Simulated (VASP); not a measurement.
Crystal: Al4VN5.

```
CELL_PARAMETERS angstrom
1.89512 1.89512 3.79024
-1.89512 -1.89512 3.79024
5.68536 -3.79024 1.89512
ATOMIC_POSITIONS crystal
N 0.95105 0.74945 0.60029
N 0.85078 0.24722 0.79867
N 0.36066 0.75242 0.79642
N 0.75360 0.73750 0.00002
N 0.15730 0.74743 0.19916
N 0.05490 0.24790 0.39840
N 0.54976 0.74982 0.40825
N 0.45135 0.25166 0.59592
N 0.24624 0.25451 0.00062
N 0.64052 0.24328 0.20467
Al 0.10271 0.49471 0.80325
Al 0.59115 0.00221 0.80173
Al 0.99824 0.00846 0.00023
Al 0.40042 0.99943 0.20398
Al 0.29483 0.50505 0.40435
Al 0.80175 0.99852 0.39879
Al 0.49804 0.49908 0.00186
Al 0.90794 0.49479 0.19772
V 0.19698 0.99444 0.60704
V 0.69521 0.50487 0.60110
```

* Program: VASP 6.6.1
* Task: relaxation of cell and atoms
* Functional: PBE
* Potentials or basis: VASP PAW PBE potentials, release 64 (N, Al, V_sv)
* Cutoff: 600 eV
* k mesh: 3 × 3 × 2, shifted
* Occupations: gaussian, width 0.1 eV
* Spin: no spin polarisation

At the start: pressure 95.4 GPa; volume 6.81 Å³/atom.

Problem. How do energy, volume and symmetry change on relaxing?

Solution. Over 36 steps the energy falls by 486.4 meV/atom and the volume is 8.54 Å³/atom (+25.5 %); space group P1 (No. 1, to 0.1 Å) before, C2/m (No. 12, to 0.1 Å).

The path:
```
step  energy change (eV)  largest force (eV/Å)  pressure (GPa)  volume (Å³)
   1              0.0000                5.3798           95.44       136.13
   2              1.9685                1.4843          -42.81       232.61
   3             -9.3350                0.9549           -3.99       173.37
   4             -9.3785                0.9084           -0.82       171.19
   5             -9.3828                0.8875            0.53       170.30
   6             -9.4839                0.5323           -1.40       171.46
   7             -9.4954                0.3343           -1.00       171.18
   8             -9.5122                0.1147            0.50       170.19
   9             -9.5123                0.0928            0.65       170.09
  10             -9.5156                0.1251           -0.17       170.62
  11             -9.5156                0.1269           -0.20       170.64
  12             -9.5178                0.1883           -0.14       170.61
  13             -9.5231                0.4160            0.04       170.51
  14             -9.5217                0.7190            0.49       170.31
  15             -9.5250                0.5548            0.18       170.44
  16             -9.5252                0.5599            0.18       170.44
  17             -9.5259                0.5747            0.19       170.44
  18             -9.5272                0.6035            0.24       170.42
  19             -9.5299                0.6554            0.28       170.40
  20             -9.5348                0.7267            0.41       170.35
  21             -9.5386                0.7376            0.69       170.26
  22             -9.5424                0.7455            0.74       170.25
  23             -9.5489                0.8441            0.88       170.24
  24             -9.5580                0.8214            0.81       170.28
  25             -9.5836                0.7549            0.62       170.40
  26             -9.6256                0.6280            0.29       170.64
  27             -9.6699                0.4474           -0.34       171.11
  28             -9.6722                0.4333           -0.50       171.25
  29             -9.6863                0.3565           -0.37       171.16
  30             -9.7134                0.1952            0.06       170.89
  31             -9.6974                0.4631            1.07       170.35
  32             -9.7186                0.2220            0.36       170.71
  33             -9.7240                0.1500            0.08       170.87
  34             -9.7266                0.0834           -0.27       171.08
  35             -9.7276                0.0546           -0.05       170.93
  36             -9.7279                0.0359            0.17       170.78
```

Final structure:
```
N Al V
1.0
     2.03136    2.03158    4.05921
    -2.03168   -2.03178    4.05949
     6.19257   -4.16141    2.02952
N Al V
10 8 2
Direct
  0.95063 0.74885 0.60113
  0.84239 0.24894 0.81756
  0.34622 0.74875 0.80975
  0.75073 0.74919 0.99985
  0.14910 0.74960 0.20237
  0.05829 0.24946 0.38466
  0.55419 0.74934 0.39249
  0.45072 0.24879 0.60109
  0.25136 0.24918 0.99897
  0.64871 0.24944 0.20331
  0.10618 0.50633 0.80415
  0.59202 0.99101 0.80398
  0.00057 0.99889 0.00335
  0.40230 0.99954 0.19879
  0.30837 0.50696 0.39817
  0.79437 0.99154 0.39819
  0.49742 0.49943 0.00327
  0.89884 0.49992 0.19904
  0.16930 0.03062 0.60104
  0.73172 0.46697 0.60130
```

Caveat: the k points lie up to 0.47 Å⁻¹ apart in the final cell, too coarse for converged energies and pressures of a metal; the volume moved by over 15 % at a fixed basis, so the end points are rough; the run has no spin polarisation, though such a crystal can be magnetic.
